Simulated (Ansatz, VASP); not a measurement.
# CsPbCl3: VASP beside Ansatz

INCAR

```
SYSTEM = CsPbCl3
ALGO = Normal ; EDIFF = 1E-7
EDIFFG = -0.01 ; ENCUT = 600
GGA = PE ; IBRION = 2
ISIF = 3 ; ISMEAR = -1
IVDW = 13 ; LASPH = .TRUE.
LCHARG = .FALSE. ; LREAL = .FALSE.
LWAVE = .FALSE. ; NELM = 60
NSW = 60 ; PREC = Accurate
SIGMA = 0.05
```

File KPOINTS:

```
k-points
0
G
  5 5 5
  0 0 0
```

File POSCAR:

```
CsPbCl3
1.0
    5.6050000000      0.0000000000      0.0000000000
    0.0000000000      5.6050000000      0.0000000000
    0.0000000000      0.0000000000      5.6050000000
Pb Cs Cl
1 1 3
Direct
    0.5000000000      0.5000000000      0.5000000000
    0.0000000000      0.0000000000      0.0000000000
    0.5000000000      0.0000000000      0.5000000000
    0.0000000000      0.5000000000      0.5000000000
    0.5000000000      0.5000000000      0.0000000000
```

Contents of input.yaml:

```yaml
crystal:
  lattice:
    - [5.605, 0.0, 0.0]
    - [0.0, 5.605, 0.0]
    - [0.0, 0.0, 5.605]
  atoms:
    - { symbol: Pb, position: [0.5, 0.5, 0.5] }
    - { symbol: Cs, position: [0.0, 0.0, 0.0] }
    - { symbol: Cl, position: [0.5, 0.0, 0.5] }
    - { symbol: Cl, position: [0.0, 0.5, 0.5] }
    - { symbol: Cl, position: [0.5, 0.5, 0.0] }
hamiltonian:
  xc: pbe
  pseudopotentials: { kind: paw }
  dispersion: d4
kpoints:
  mp_grid: { grid: [5, 5, 5] }
scf:
  occupations: { method: fermi_dirac, width: 0.05 }
output:
  forces: true
  stress: true
  write_density: true
  write_potential: true
  elf: true
  volumetric_format: npy
relax:
  f_tol: 0.01
  max_steps: 40
  cell: { stress_tol: 0.05 }
```

Alike in both runs: task relaxation of cell and atoms; functional PBE; dispersion D4; k mesh 5 × 5 × 5; occupations fermi-dirac, width 0.05 eV; no spin polarisation.

|  | VASP | Ansatz |
| --- | --- | --- |
| version | VASP 6.6.1 | Ansatz 0.2.0 |
| potentials or method | VASP PAW PBE potentials, release 64 (Pb_d, Cs_sv, Cl) | Ansatz PAW |
| plane-wave cutoff (eV) | 600 | 420 |
| valence electrons in the cell | 44 | 44 |

|  | VASP | Ansatz | Ansatz less VASP |
| --- | --- | --- | --- |
| gap on the k mesh at the Fermi level, each at its own relaxed structure (eV) | 3.04 | 3.03 | -0.009 |
| relaxed volume (Å³/atom) | 36.54 | 36.53 | -0.015 |
| relaxed length of the cell vector where the two differ most in proportion (Å) | 5.674 | 5.674 | -0.0008 |

Spin-orbit coupling is off throughout. Noted on Ansatz's run: odd divisions of the mesh miss points on the zone boundary, where band edges often lie, so the gap on the mesh can be too wide; the plane-wave basis is chosen anew once the cell has moved, so the energies of steps on either side of that aren't comparable.
